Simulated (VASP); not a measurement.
# SnSe: relaxation of cell and atoms with PBEsol

Crystal: SnSe.

```xyz
4
Lattice="4.5500 0.0000 0.0000 -2.2750 3.9404 0.0000 0.0000 0.0000 7.4302" Properties=species:S:1:pos:R:3 pbc="T T T"
Sn    0.0000    2.6269    0.0000
Sn    2.2750    1.3135    3.7151
Se    0.0000    2.6269    2.7863
Se    2.2750    1.3135    6.5014
```

| Property | Result |
| --- | --- |
| Program | VASP 6.6.1 |
| Task | relaxation of cell and atoms |
| Functional | PBEsol |
| Potentials or basis | VASP PAW PBE potentials, release 64 (Sn_d, Se) |
| Cutoff | 600 eV |
| k mesh | 4 × 4 × 3 |
| Occupations | fermi-dirac, width 0.01 eV |
| Spin | no spin polarisation |
| Target pressure | 45 GPa |
| Dipole correction | no |
| Further INCAR settings | ALGO = Normal; EDIFF = 1e-06; IBRION = 2; EDIFFG = -0.02; NSW = 80; ISIF = 3 |

```json
{
  "Relaxed volume": "17.02 Å³/atom",
  "Relaxed cell": "a = 2.840 Å, b = 2.840 Å, c = 9.749 Å, α = 90.00°, β = 90.00°, γ = 120.00°",
  "Space group after relaxing (to 0.1 Å)": "P6_3mc (No. 186)",
  "Energy change on relaxing (the run minimises the enthalpy)": "+933.1 meV/atom",
  "Ionic steps": "36",
  "Pressure after relaxing": "45.1 GPa",
  "Band gap on the k mesh": "zero (bands 20 and 21 overlap by 4.05 eV)"
}
```

Step by step:
```tsv
step	energy change (eV)	largest force (eV/Å)	pressure (GPa)	volume (Å³)
1	0.0000	0.0730	3.67	133.21
2	167.3947	8.2448	2159.49	26.75
3	0.5996	0.1079	10.44	119.06
4	1.3809	0.1468	16.98	109.82
5	5.6968	0.4317	48.00	86.39
6	5.2091	0.4567	44.48	88.08
7	5.4292	0.4474	46.07	87.31
8	5.4040	0.6997	46.37	87.04
9	5.1617	1.2833	46.56	85.98
10	4.0411	1.5151	42.49	82.85
11	3.9218	2.6531	39.28	73.17
12	4.4390	3.5565	46.99	69.87
13	8.1985	7.4510	87.83	62.64
14	5.0209	5.0587	55.92	67.61
15	5.0157	5.0563	55.92	67.60
16	5.0042	5.0724	55.93	67.58
17	4.9941	5.0888	56.09	67.54
18	5.0485	5.0510	56.99	67.44
19	5.0029	5.0784	56.36	67.51
20	4.9761	5.0215	56.12	67.54
21	4.8972	4.8546	55.42	67.63
22	4.7452	4.5318	54.06	67.80
23	4.4637	3.9357	51.51	68.14
24	3.9815	2.8785	46.93	68.83
25	3.2899	1.1959	39.57	70.23
26	3.0877	0.6411	37.09	70.82
27	3.0393	0.4990	36.47	70.99
28	3.1501	0.4337	37.92	70.46
29	3.5232	0.2353	42.60	68.88
30	4.4710	0.1752	53.74	65.78
31	3.7225	0.1402	45.06	68.14
32	3.7384	0.1323	45.25	68.08
33	3.7372	0.1130	45.21	68.08
34	3.7343	0.0537	45.15	68.09
35	3.7306	0.0659	45.05	68.10
36	3.7323	0.0012	45.10	68.10
```

Final structure:
```yaml
crystal:
  lattice:
    - [2.84005, 0.00000, 0.00000]
    - [-1.42003, 2.45956, 0.00000]
    - [0.00000, 0.00000, 9.74851]
  atoms:
    - { symbol: Sn, position: [0.33333, 0.66667, 0.05878] }
    - { symbol: Sn, position: [0.66667, 0.33333, 0.55878] }
    - { symbol: Se, position: [0.33333, 0.66667, 0.31622] }
    - { symbol: Se, position: [0.66667, 0.33333, 0.81622] }
```

Levels at points of the mesh, in eV from the Fermi level:
```tsv
k point	band 16	band 17	band 18	band 19	band 20	band 21	band 22	band 23
(0.00, 0.00, 0.00)	-2.18	-1.10	2.78	2.78	2.93	2.93	6.46	9.34
(0.50, 0.00, 0.00)	-6.78	-4.23	-4.04	-3.59	-1.07	-0.41	-0.01	3.48
```

Wall time 15 min on 1 thread of Intel(R) Xeon(R) Platinum 8488C (Sapphire Rapids), with other jobs on the host, peak memory 0.31 GiB.

Caveat: the k points lie up to 0.64 Å⁻¹ apart in the final cell, too coarse for converged energies and pressures of a metal; the cell is relaxed towards a set pressure, so the run minimises the enthalpy, not the energy; the volume moved by over 15 % at a fixed basis, so the end points are rough; the PAW data sets were made with another functional, which shifts forces and pressure a little; spin-orbit coupling is left out, which moves the levels of the heavy elements.
